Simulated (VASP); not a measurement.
# La (Im-3m) in VASP: further runs, part 2 of 2

VASP 6.6.1. Earlier steps stand in the parts before.

## 3. Single point, PBE

This run uses another cell than the first one, of 38.57 Å³/atom.

Input file INCAR:

```
SYSTEM = La
ALGO = Normal
EDIFF = 1E-6
ENCUT = 520
GGA = PE
ISIF = 2
ISMEAR = -1
LASPH = .True.
LCHARG = .False.
LREAL = .False.
LWAVE = .False.
NBANDS = 12
NELM = 80
PREC = Accurate
SIGMA = 0.06122561905347299
```

Input file KPOINTS:

```
k-points
0
Gamma
  12 12 12
  0 0 0
```

Input file POSCAR:

```
La
1.0
   -2.1284102732      2.1284102732      2.1284102732
    2.1284102732     -2.1284102732      2.1284102732
    2.1284102732      2.1284102732     -2.1284102732
La
1
Direct
    0.0000000000      0.0000000000      0.0000000000
```

Potentials or basis: VASP PAW PBE potentials, release 64 (La).

Launch:

```bash
$ cat potpaw_PBE.64/La/POTCAR > POTCAR
$ mpirun -np 1 vasp_std > vasp.out
```

OUTCAR:

```text
SYSTEM = La
   EDIFF = 1E-6
   ENCUT = 520
   GGA = PE
   ISIF = 2
   ISMEAR = -1
   LASPH = .True.
   LREAL = .False.
   NELM = 80
   PREC = Accurate

 ion  position               nearest neighbor table
   1  0.000  0.000  0.000-

  LATTYP: Found a body centered cubic cell.
 ALAT       =     4.2568205464

  Lattice vectors:

 A1 = (  -2.1284102732,   2.1284102732,   2.1284102732)
 A2 = (   2.1284102732,  -2.1284102732,   2.1284102732)
 A3 = (   2.1284102732,   2.1284102732,  -2.1284102732)

Analysis of symmetry for initial positions (statically):
=====================================================================
 Subroutine PRICEL returns:
 Original cell was already a primitive cell.

 Routine SETGRP: Setting up the symmetry group for a
 body centered cubic supercell.

 Subroutine GETGRP returns: Found 48 space group operations
 (whereof 48 operations were pure point group operations)
 out of a pool of 48 trial point group operations.

The static configuration has the point symmetry O_h .

Analysis of symmetry for dynamics (positions and initial velocities):
[... 164 lines left out ...]
  band No.  band energies     occupation
      1     -25.4396      2.00000
      2      -8.4923      2.00000
      3      -8.4923      2.00000
      4      -8.4923      2.00000
      5       4.3076      2.00000
      6       8.9595      0.00000
      7       8.9595      0.00000
      8       8.9595      0.00000
      9       8.9659      0.00000
     10       8.9659      0.00000
     11       8.9659      0.00000
     12       9.6463      0.00000
[... 331 lines left out ...]
 k-point    24 :       0.4167    0.0833    0.0833
  band No.  band energies     occupation
      1     -25.2564      2.00000
      2      -9.6457      2.00000
      3      -8.9440      2.00000
      4      -8.5945      2.00000
      5       6.1843      2.00000
      6       7.3325      1.90474
      7       8.9823      0.00000
      8       9.0921      0.00000
      9       9.2751      0.00000
     10       9.4917      0.00000
     11       9.5268      0.00000
     12       9.5918      0.00000

 [... further k-points ...]

------------------------ aborting loop because EDIFF is reached ----------------------------------------

  FORCE on cell =-STRESS in cart. coord.  units (eV):
  Direction    XX          YY          ZZ          XY          YZ          ZX
  --------------------------------------------------------------------------------------
  -------------------------------------------------------------------------------------
  Total       -0.0892342     -0.0892342     -0.0892342      0.0000000     -0.0000000      0.0000000
  in kB       -3.7069441     -3.7069441     -3.7069441      0.0000000     -0.0000000      0.0000000
  external PRESSURE =      -3.7069441 kB  Pullay stress =       0.0000000 kB

 VOLUME and BASIS-vectors are now :
 -----------------------------------------------------------------------------
  energy-cutoff  :      520.00
  volume of cell :       38.57
      direct lattice vectors                 reciprocal lattice vectors
    -2.128410273  2.128410273  2.128410273     0.000000000  0.234917115  0.234917115
     2.128410273 -2.128410273  2.128410273     0.234917115  0.000000000  0.234917115
     2.128410273  2.128410273 -2.128410273     0.234917115  0.234917115  0.000000000

 POSITION                                       TOTAL-FORCE (eV/Angst)
 -----------------------------------------------------------------------------------
      0.00000      0.00000      0.00000        -0.000000     -0.000000     -0.000000
 -----------------------------------------------------------------------------------
    total drift:                                0.000000     -0.000000     -0.000000

  FREE ENERGIE OF THE ION-ELECTRON SYSTEM (eV)
  ---------------------------------------------------
  free  energy   TOTEN  =        -4.7751574863 eV

  energy  without entropy=       -4.7373451211  energy(sigma->0) =       -4.75625130
```

OSZICAR:

```text
N       E                     dE             d eps       ncg     rms          rms(c)
DAV:   1     0.980444692117E+02    0.98044E+02   -0.37606E+03  1744   0.114E+03
DAV:   2     0.156523655897E+01   -0.96479E+02   -0.92648E+02  2260   0.179E+02
DAV:   3    -0.444995840311E+01   -0.60152E+01   -0.58126E+01  2400   0.765E+01
DAV:   4    -0.476986459011E+01   -0.31991E+00   -0.31269E+00  3288   0.119E+01
DAV:   5    -0.477912059507E+01   -0.92560E-02   -0.92471E-02  2992   0.214E+00    0.201E+00
DAV:   6    -0.477002774766E+01    0.90928E-02   -0.10789E-02  3168   0.860E-01    0.121E+00
DAV:   7    -0.477120425109E+01   -0.11765E-02   -0.46138E-02  2320   0.164E+00    0.205E-01
DAV:   8    -0.477193289839E+01   -0.72865E-03   -0.22412E-03  3392   0.331E-01    0.226E-01
DAV:   9    -0.477254994043E+01   -0.61704E-03   -0.39533E-04  3284   0.167E-01    0.254E-01
DAV:  10    -0.476900476806E+01    0.35452E-02   -0.81103E-03  2324   0.737E-01    0.483E-01
DAV:  11    -0.477466215257E+01   -0.56574E-02   -0.24759E-02  2300   0.132E+00    0.954E-02
DAV:  12    -0.477516713002E+01   -0.50498E-03   -0.35308E-03  3356   0.470E-01    0.131E-02
DAV:  13    -0.477516686204E+01    0.26798E-06   -0.29806E-05  3084   0.446E-02    0.504E-03
DAV:  14    -0.477515661656E+01    0.10245E-04   -0.50115E-06  3164   0.261E-02    0.170E-02
DAV:  15    -0.477515748626E+01   -0.86970E-06   -0.14194E-07  1708   0.433E-03
   1 F= -.47751575E+01 E0= -.47562513E+01  d E =-.378124E-01
```

Run time: 18 s. Hardware: 1 thread of Intel Xeon 6975P-C (Granite Rapids), shared host; peak memory 0.19 GiB.

What came out:

- Free energy: -4.7752 eV
- Pressure: -0.4 GPa
- Band gap on the k mesh: zero (an odd number of electrons rules out a gap without spin polarisation)

Levels at points of the mesh, in eV from the Fermi level:
```
           k point  band 1  band 2  band 3  band 4  band 5  band 6  band 7  band 8  band 9  band 10
(0.00, 0.00, 0.00)  -32.96  -16.01  -16.01  -16.01   -3.21    1.44    1.44    1.44    1.45     1.45
(0.50, 0.00, 0.00)  -32.78  -17.24  -16.39  -16.02   -1.76   -0.16    1.45    1.50    1.76     2.00
(0.50, 0.50, 0.50)  -32.65  -16.84  -16.84  -16.84   -1.78   -1.78    1.58    1.72    1.72     1.72
```

Caveat: spin-orbit coupling is left out, which moves the levels of the heavy elements.

## 4. Single point, PBE

This run uses another cell than the first one, of 39.32 Å³/atom.

Input file INCAR:

```
SYSTEM = La
  ALGO = Normal
  EDIFF = 1E-7
  ENCUT = 520
  GGA = PE
  ISIF = 2
  ISMEAR = -1
  LASPH = .True.
  LCHARG = .False.
  LREAL = .False.
  LWAVE = .False.
  NBANDS = 12
  NELM = 80
  PREC = Accurate
  SIGMA = 0.06122561905347299
```

KPOINTS is that of step 3.

Input file POSCAR:

```
La
1.0
   -2.1422315064      2.1422315064      2.1422315064
    2.1422315064     -2.1422315064      2.1422315064
    2.1422315064      2.1422315064     -2.1422315064
La
1
Direct
    0.0000000000      0.0000000000      0.0000000000
```

Launch:

```bash
$ cat potpaw_PBE.64/La/POTCAR > POTCAR
$ mpirun -np 1 vasp_std > vasp.out
```

Run time: 28 s. Hardware: 1 thread of Intel Xeon 6975P-C (Granite Rapids), shared host; peak memory 0.19 GiB.

Results (log left out):

```
Free energy            : -4.7721 eV
Pressure               : -0.9 GPa
Band gap on the k mesh : zero (an odd number of electrons rules out a gap without spin polarisation)
```

Levels at points of the mesh, in eV from the Fermi level:
```
           k point  band 2  band 3  band 4  band 5  band 6  band 7  band 8  band 9
(0.00, 0.00, 0.00)  -16.08  -16.08  -16.08   -3.22    1.42    1.42    1.42    1.42
(0.50, 0.00, 0.00)  -17.24  -16.44  -16.09   -1.74   -0.15    1.42    1.46    1.72
(0.50, 0.50, 0.50)  -16.87  -16.87  -16.87   -1.73   -1.73    1.54    1.68    1.68
```

Caveat: spin-orbit coupling is left out, which moves the levels of the heavy elements.

## 5. Single point, PBE

This run uses another cell than the first one, of 40.08 Å³/atom.

Input file INCAR:

```
SYSTEM = La
ALGO = Normal ; EDIFF = 1E-7
ENCUT = 520 ; GGA = PE
ISIF = 2 ; ISMEAR = -1
LASPH = .TRUE. ; LCHARG = .TRUE.
LELF = .TRUE. ; LREAL = .FALSE.
LVHAR = .TRUE. ; LWAVE = .FALSE.
NBANDS = 12 ; NELM = 60
PREC = Accurate ; SIGMA = 0.06122561905347299
```

Input file KPOINTS:

```
k-points
0
G
  12 12 12
  0 0 0
```

Input file POSCAR:

```
La
1.0
   -2.1558766609      2.1558766609      2.1558766609
    2.1558766609     -2.1558766609      2.1558766609
    2.1558766609      2.1558766609     -2.1558766609
La
1
Direct
    0.0000000000      0.0000000000      0.0000000000
```

Launch:

```bash
$ cat potpaw_PBE.64/La/POTCAR > POTCAR
$ mpirun -np 1 vasp_std > vasp.out
```

Wall time 24 s (1 thread of Intel Xeon 6975P-C (Granite Rapids), shared host); peak memory 0.19 GiB.

Results (log left out):

| Property | Result |
| --- | --- |
| Free energy | -4.7669 eV |
| Pressure | -1.4 GPa |
| Band gap on the k mesh | zero (an odd number of electrons rules out a gap without spin polarisation) |

Levels at points of the mesh, in eV from the Fermi level:
| k point | band 2 | band 3 | band 4 | band 5 | band 6 | band 7 | band 8 | band 9 |
| --- | --- | --- | --- | --- | --- | --- | --- | --- |
| (0.00, 0.00, 0.00) | -16.14 | -16.14 | -16.14 | -3.23 | 1.39 | 1.39 | 1.39 | 1.40 |
| (0.50, 0.00, 0.00) | -17.24 | -16.49 | -16.15 | -1.71 | -0.14 | 1.39 | 1.41 | 1.67 |
| (0.50, 0.50, 0.50) | -16.89 | -16.89 | -16.89 | -1.69 | -1.69 | 1.50 | 1.63 | 1.63 |

Caveat: spin-orbit coupling is left out, which moves the levels of the heavy elements.

## 6. Single point, PBE

This run uses another cell than the first one, of 40.08 Å³/atom.

Input file INCAR:

```
PREC = Accurate ; ENCUT = 520
EDIFF = 1E-7 ; ISMEAR = -1
SIGMA = 0.06122561905347299 ; LREAL = F
LASPH = T ; NELM = 60
ALGO = Normal ; ISIF = 2
LWAVE = F ; LCHARG = T
GGA = PE ; LELF = T
LVHAR = T ; NBANDS = 12
```

Input file KPOINTS:

```
Automatic mesh
0
Gamma
  12 12 12
```

POSCAR is that of step 5.

Potentials or basis: VASP PAW PBE potentials, release 64 (La).

Launch:

```bash
$ cat potpaw_PBE.64/La/POTCAR > POTCAR
$ mpirun -np 1 vasp_std > vasp.out
```

Wall time 23 s (1 thread of Intel Xeon 6975P-C (Granite Rapids), shared host); peak memory 0.19 GiB.

It converged, with:

| Property | Result |
| --- | --- |
| Free energy | -4.7669 eV |
| Pressure | -1.4 GPa |
| Band gap on the k mesh | zero (an odd number of electrons rules out a gap without spin polarisation) |

Levels at points of the mesh, in eV from the Fermi level:
| k point | band 1 | band 2 | band 3 | band 4 | band 5 | band 6 | band 7 | band 8 | band 9 | band 10 |
| --- | --- | --- | --- | --- | --- | --- | --- | --- | --- | --- |
| (0.00, 0.00, 0.00) | -33.03 | -16.14 | -16.14 | -16.14 | -3.23 | 1.39 | 1.39 | 1.39 | 1.40 | 1.40 |
| (0.50, 0.00, 0.00) | -32.87 | -17.24 | -16.49 | -16.15 | -1.71 | -0.14 | 1.39 | 1.41 | 1.67 | 1.88 |
| (0.50, 0.50, 0.50) | -32.76 | -16.89 | -16.89 | -16.89 | -1.69 | -1.69 | 1.50 | 1.63 | 1.63 | 1.63 |

Caveat: spin-orbit coupling is left out, which moves the levels of the heavy elements.

## 7. The runs side by side

| cell | gap on the mesh (eV) | pressure (GPa) |
| --- | --- | --- |
| a = 3.662 Å, angles 109.5°, 1 atom | none | 0.1 |
| a = 3.687 Å, angles 109.5°, 1 atom | none | -0.4 |
| a = 3.710 Å, angles 109.5°, 1 atom | none | -0.9 |
| a = 3.734 Å, angles 109.5°, 1 atom | none | -1.4 |

Alike in all rows: task single point; level PBE; potentials or basis VASP PAW PBE potentials, release 64 (La); no spin polarisation; k mesh 12 × 12 × 12; cutoff (eV) 520; smearing fermi-dirac 0.0612256 eV.

Caveats: spin-orbit coupling is left out, which moves the levels of the heavy elements.

Absolute energies hang on the potentials; compare differences alone.
